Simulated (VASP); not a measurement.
# BaZrO3 (Pm-3m) in VASP: notebook, part 2 of 2

VASP 6.6.1. The steps go on from the part before.

## 3. Single point, PBE (volume scaled by 1.10)

Input file INCAR:

```
SYSTEM = BaZrO3
PREC = Accurate
ENCUT = 520
EDIFF = 1E-6
ISMEAR = 0
SIGMA = 0.02
LREAL = .False.
LASPH = .True.
NELM = 60
ALGO = Normal
ISIF = 2
LWAVE = .False.
LCHARG = .False.
GGA = PE
NBANDS = 28
```

Input file KPOINTS:

```
Automatic mesh
0
Gamma
  6 6 6
  0 0 0
```

Input file POSCAR:

```
BaZrO3
1.0
    4.3636159505      0.0000000000      0.0000000000
    0.0000000000      4.3636159505      0.0000000000
    0.0000000000      0.0000000000      4.3636159505
Ba Zr O
1 1 3
Direct
    0.0000000000      0.0000000000      0.0000000000
    0.5000000000      0.5000000000      0.5000000000
    0.0000000000      0.5000000000      0.5000000000
    0.5000000000      0.0000000000      0.5000000000
    0.5000000000      0.5000000000      0.0000000000
```

Potentials or basis: VASP PAW PBE potentials, release 64 (Ba_sv, Zr_sv, O).

Started as:

```bash
$ cat potpaw_PBE.64/Ba_sv/POTCAR potpaw_PBE.64/Zr_sv/POTCAR potpaw_PBE.64/O/POTCAR > POTCAR
$ mpirun -np 1 vasp_std > vasp.out
```

OUTCAR:

```text
SYSTEM = BaZrO3
   PREC = Accurate
   ENCUT = 520
   EDIFF = 1E-6
   ISMEAR = 0
   LREAL = .False.
   LASPH = .True.
   NELM = 60
   ISIF = 2
   GGA = PE

 ion  position               nearest neighbor table
   1  0.000  0.000  0.000-   3 3.09   4 3.09   5 3.09   3 3.09   4 3.09   3 3.09   5 3.09   3 3.09
                             4 3.09   5 3.09   4 3.09   5 3.09   2 3.78   2 3.78   2 3.78   2 3.78
   2  0.500  0.500  0.500-   3 2.18   4 2.18   5 2.18   5 2.18   4 2.18   3 2.18   1 3.78   1 3.78
                             1 3.78   1 3.78   1 3.78   1 3.78   1 3.78   1 3.78
   3  0.000  0.500  0.500-   2 2.18   2 2.18   1 3.09   1 3.09   1 3.09   1 3.09
   4  0.500  0.000  0.500-   2 2.18   2 2.18   1 3.09   1 3.09   1 3.09   1 3.09
   5  0.500  0.500  0.000-   2 2.18   2 2.18   1 3.09   1 3.09   1 3.09   1 3.09

  LATTYP: Found a simple cubic cell.
 ALAT       =     4.3636159505

  Lattice vectors:

 A1 = (   4.3636159505,   0.0000000000,   0.0000000000)
 A2 = (   0.0000000000,   4.3636159505,   0.0000000000)
 A3 = (   0.0000000000,   0.0000000000,   4.3636159505)

Analysis of symmetry for initial positions (statically):
=====================================================================
 Subroutine PRICEL returns:
 Original cell was already a primitive cell.

 Routine SETGRP: Setting up the symmetry group for a
 simple cubic supercell.

 Subroutine GETGRP returns: Found 48 space group operations
 (whereof 48 operations were pure point group operations)
 out of a pool of 48 trial point group operations.

The static configuration has the point symmetry O_h .

Analysis of symmetry for dynamics (positions and initial velocities):
=====================================================================
 Subroutine PRICEL returns:
 Original cell was already a primitive cell.

 Routine SETGRP: Setting up the symmetry group for a
 simple cubic supercell.

 Subroutine GETGRP returns: Found 48 space group operations
 (whereof 48 operations were pure point group operations)
 out of a pool of 48 trial point group operations.

The dynamic configuration has the point symmetry O_h .

 Subroutine INISYM returns: Found 48 space group operations
 (whereof 48 operations are pure point group operations),
 and found     1 'primitive' translations

----------------------------------------------------------------------------------------

                                     Primitive cell

  volume of cell :      83.0882

  direct lattice vectors                    reciprocal lattice vectors
     4.363615950  0.000000000  0.000000000     0.229167739  0.000000000  0.000000000
     0.000000000  4.363615950  0.000000000     0.000000000  0.229167739  0.000000000
     0.000000000  0.000000000  4.363615950     0.000000000  0.000000000  0.229167739

  length of vectors
     4.363615950  4.363615950  4.363615950     0.229167739  0.229167739  0.229167739

  position of ions in fractional coordinates (direct lattice)
     0.000000000  0.000000000  0.000000000
     0.500000000  0.500000000  0.500000000
     0.000000000  0.500000000  0.500000000
     0.500000000  0.000000000  0.500000000
     0.500000000  0.500000000  0.000000000

  ion indices of the primitive-cell ions
   primitive index   ion index
                 1           1
                 2           2
                 3           3
                 4           4
                 5           5

----------------------------------------------------------------------------------------

 KPOINTS: Automatic mesh

Automatic generation of k-mesh.
 Grid dimensions read from file:
 generate k-points for:    6    6    6

 Generating k-lattice:

  Cartesian coordinates                     Fractional coordinates (reciprocal lattice)
     0.038194623  0.000000000  0.000000000     0.166666667  0.000000000  0.000000000
     0.000000000  0.038194623  0.000000000     0.000000000  0.166666667  0.000000000
     0.000000000  0.000000000  0.038194623     0.000000000  0.000000000  0.166666667

  Length of vectors
     0.038194623  0.038194623  0.038194623

  Shift w.r.t. Gamma in fractional coordinates (k-lattice)
     0.000000000  0.000000000  0.000000000

 Subroutine IBZKPT returns following result:
 ===========================================

 Found     20 irreducible k-points:

 Following reciprocal coordinates:
            Coordinates               Weight
  0.000000  0.000000  0.000000      1.000000
  0.166667  0.000000  0.000000      6.000000
  0.333333  0.000000  0.000000      6.000000
  0.500000  0.000000  0.000000      3.000000
  0.166667  0.166667  0.000000     12.000000
  0.333333  0.166667  0.000000     24.000000
[... 12 lines left out ...]
  0.500000  0.500000  0.333333      6.000000
  0.500000  0.500000  0.500000      1.000000
   k-points           NKPTS =     20   k-points in BZ     NKDIM =     20   number of bands    NBANDS=     28
   number of dos      NEDOS =    301   number of ions     NIONS =      5
   total plane-waves  NPLWV =  32768
   dimension x,y,z NGX =    32 NGY =   32 NGZ =   32
   dimension x,y,z NGXF=    64 NGYF=   64 NGZF=   64
   ions per type =               1   1   3
   NGX,Y,Z   is equivalent  to a cutoff of  12.19, 12.19, 12.19 a.u.
   NGXF,Y,Z  is equivalent  to a cutoff of  24.38, 24.38, 24.38 a.u.
 SYSTEM =  BaZrO3
   PREC   = accura    normal or accurate (medium, high low for compatibility)
   ISTART =      0    job   : 0-new  1-cont  2-samecut
   ICHARG =      2    charge: 1-file 2-atom 10-const
   ISPIN  =      1    spin polarized calculation?
   LNONCOLLINEAR =      F non collinear calculations
   LSORBIT =      F    spin-orbit coupling
   LASPH  =      T    aspherical Exc in radial PAW
   ENCUT  =  520.0 eV  38.22 Ry    6.18 a.u.   8.11  8.11  8.11*2*pi/ulx,y,z
   NELM   =     60;   NELMIN=  2; NELMDL= -5     # of ELM steps
   EDIFF  = 0.1E-05   stopping-criterion for ELM
   LREAL  =      F    real-space projection
[... 7 lines left out ...]
   TEBEG  =    0.0;   TEEND  =   0.0 temperature during run
   PSTRESS=    0.0 pullay stress
   NELECT =      40.0000    total number of electrons
   NUPDOWN=      -1.0000    fix difference up-down
   EMIN   =  10.00;   EMAX   =-10.00  energy-range for DOS
   EFERMI =   0.00;   METHOD = LEGACY
   ISMEAR =     0;   SIGMA  =   0.02  broadening in eV -4-tet -1-fermi 0-gaus
   EFERMI_NEDOS =   21; number of points for ismear=-14 and -15
   IALGO  =     38    algorithm
   IMIX   =      4    mixing-type and parameters
     AMIX     =   0.40;   BMIX     =  1.00
     AMIX_MAG =   1.60;   BMIX_MAG =  1.00
  volume/ion in A,a.u.               =      16.62       112.14
  Fermi-wavevector in a.u.,A,eV,Ry     =   1.283064  2.424639 22.398634  1.646253
  Thomas-Fermi vector in A             =   2.415339
   LORBIT       =      0    0 simple, 1 ext, 2 COOP (PROOUT), +10 PAW based schemes
   GGA     = PE    functional components
   LHFCALC =     F    Hartree Fock is set to
   AEXX    =    0.0000 exact exchange contribution
   IVDW    =     0    specifies the selected vdW correction
   LEPSILON=     F    determine dielectric tensor
   LRPA    =     F    only Hartree local field effects (RPA)
 non-spin polarized calculation
 Gauss-broadening in eV      SIGMA  =   0.02
  energy-cutoff  :      520.00
  volume of cell :       83.09
 maximum number of plane-waves:      2272
   NGX = 17   NGY = 17   NGZ = 17

 number of electron      39.9999981 magnetization

 Free energy of the ion-electron system (eV)
  ---------------------------------------------------
  ext. energy  EPLUGINS =         0.00000000
  ---------------------------------------------------
  free energy    TOTEN  =       -41.47049285 eV

  energy without entropy =      -41.47049285  energy(sigma->0) =      -41.47049285

 E-fermi :   3.1661     XC(G=0): -10.1733

 val. band max:        2.9717020672   @ k =   0.5000   0.5000   0.5000
 cond. band min:       5.8758671660   @ k =   0.0000   0.0000   0.0000
 fundamental gap:      2.9041650988
 Fermi energy:         3.1661209918

 k-point     1 :       0.0000    0.0000    0.0000
  band No.  band energies     occupation
      1     -44.7966      2.00000
      2     -22.8155      2.00000
      3     -22.8155      2.00000
      4     -22.8155      2.00000
      5     -22.7411      2.00000
      6     -13.1752      2.00000
[... 20 lines left out ...]
     27       9.2169      0.00000
[... 567 lines left out ...]
      6     -12.2790      2.00000
[... 20 lines left out ...]
     27      11.3410      0.00000
     28      11.3410      0.00000

------------------------ aborting loop because EDIFF is reached ----------------------------------------

  FORCE on cell =-STRESS in cart. coord.  units (eV):
  Direction    XX          YY          ZZ          XY          YZ          ZX
  --------------------------------------------------------------------------------------
  -------------------------------------------------------------------------------------
  Total       -5.6645256     -5.6645256     -5.6645256      0.0000000     -0.0000000      0.0000000
  in kB     -109.2281476   -109.2281476   -109.2281476      0.0000000     -0.0000000      0.0000000
  external PRESSURE =    -109.2281476 kB  Pullay stress =       0.0000000 kB

 VOLUME and BASIS-vectors are now :
 -----------------------------------------------------------------------------
  energy-cutoff  :      520.00
  volume of cell :       83.09
      direct lattice vectors                 reciprocal lattice vectors
     4.363615950  0.000000000  0.000000000     0.229167739  0.000000000  0.000000000
     0.000000000  4.363615950  0.000000000     0.000000000  0.229167739  0.000000000
     0.000000000  0.000000000  4.363615950     0.000000000  0.000000000  0.229167739

 POSITION                                       TOTAL-FORCE (eV/Angst)
 -----------------------------------------------------------------------------------
      0.00000      0.00000      0.00000         0.000000      0.000000      0.000000
      2.18181      2.18181      2.18181         0.000000      0.000000      0.000000
      0.00000      2.18181      2.18181         0.000000      0.000000      0.000000
      2.18181      0.00000      2.18181         0.000000      0.000000      0.000000
      2.18181      2.18181      0.00000         0.000000      0.000000      0.000000
 -----------------------------------------------------------------------------------
    total drift:                                0.000000     -0.000000     -0.000000

  FREE ENERGIE OF THE ION-ELECTRON SYSTEM (eV)
  ---------------------------------------------------
  free  energy   TOTEN  =       -41.4704928488 eV

  energy  without entropy=      -41.4704928488  energy(sigma->0) =      -41.47049285
```

It took 31 s on 1 thread of Intel Xeon 6975P-C (Granite Rapids), shared host; peak memory 0.2 GiB.

Results:

| Quantity | Value |
| --- | --- |
| Free energy | -41.4705 eV |
| Pressure | -10.9 GPa |
| Band gap on the k mesh | 2.90 eV, indirect (least direct gap 3.23 eV) |

Caveat: spin-orbit coupling is left out, which moves the levels of the heavy elements.
